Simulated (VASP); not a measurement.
A run of VASP 6.6.1 is set up as follows.

File INCAR:

```
SYSTEM = AlSn
  PREC = Accurate
  ENCUT = 520
  EDIFF = 1E-7
  ISMEAR = -1
  SIGMA = 0.05
  LREAL = .False.
  LASPH = .True.
  NELM = 80
  ALGO = Normal
  ISIF = 2
  LWAVE = .False.
  LCHARG = .False.
  GGA = PS
  NBANDS = 16
```

KPOINTS

```
Automatic mesh
0
Gamma
  7 7 8
  0 0 0
```

File POSCAR:

```
AlSn
1.0
    4.1395056139      0.0000000000      0.0000000000
   -2.0697528069      3.5849170207      0.0000000000
    0.0000000000      0.0000000000      3.2823205538
Sn Al
1 1
Direct
    0.3333333333      0.6666666667      0.5000000000
    0.0000000000      0.0000000000      0.0000000000
```

Potentials or basis: VASP PAW PBE potentials, release 64 (Sn_d, Al).

The run is started by

```bash
$ cat potpaw_PBE.64/Sn_d/POTCAR potpaw_PBE.64/Al/POTCAR > POTCAR
$ mpirun -np 1 vasp_std > vasp.out
```

Task: Predict the pressure.

Result: 0.0 GPa.

Caveat: the PAW data sets were made with another functional, which shifts forces and pressure a little.
